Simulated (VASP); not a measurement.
Set up this calculation in VASP 6.6.1, as the native input.

```yaml
Task: relaxation of shape and atoms at fixed volume
Functional: PBE
Potentials_or_basis: VASP PAW PBE potentials, release 64 (Ni, Si)
Cutoff: 600 eV
k_mesh: 14 × 14 × 13
Occupations: fermi-dirac, width 0.1 eV
Spin: no spin polarisation
Dipole_correction: no
Further_INCAR_settings: ALGO = Normal; EDIFF = 1e-06; IBRION = 2; EDIFFG = -0.005; NSW = 50; ISIF = 4
```

The structure of SiNi (WC type) lies in POSCAR:

```
SiNi
1.0
    3.0046503728      0.0000000000      0.0000000000
   -1.5023251864      2.6021035524      0.0000000000
    0.0000000000      0.0000000000      2.1436217425
Ni Si
1 1
Direct
    0.0000000000      0.0000000000      0.0000000000
    0.3333333333      0.6666666667      0.5000000000
```

These files were run (other wordings do the same):

INCAR

```
ALGO = Normal
EDIFF = 1E-6
EDIFFG = -0.005
ENCUT = 600
GGA = PE
IBRION = 2
ISIF = 4
ISMEAR = -1
LASPH = True
LCHARG = False
LREAL = False
LWAVE = False
NELM = 60
NSW = 50
PREC = Accurate
SIGMA = 0.1
```

KPOINTS

```
k-points
0
Gamma
  14 14 13
```

Potentials or basis: VASP PAW PBE potentials, release 64 (Ni, Si).

Launch:

```sh
$ cat potpaw_PBE.64/Ni/POTCAR potpaw_PBE.64/Si/POTCAR > POTCAR
$ mpirun -np 1 vasp_std > vasp.out
```

Results of the run:

```yaml
Energy_gained_by_relaxing: 908.4 meV/atom
Ionic_steps: 21
Pressure_after_relaxing: 119.1 GPa
Band_gap_on_the_k_mesh: zero (band 7 reaches 17.98 eV, above the bottom of band 8 at 16.88 eV)
```

Run time: 4.2 min on 1 thread of AMD EPYC 7R13 Processor (Zen 3) (shared host), peak memory 0.13 GiB.
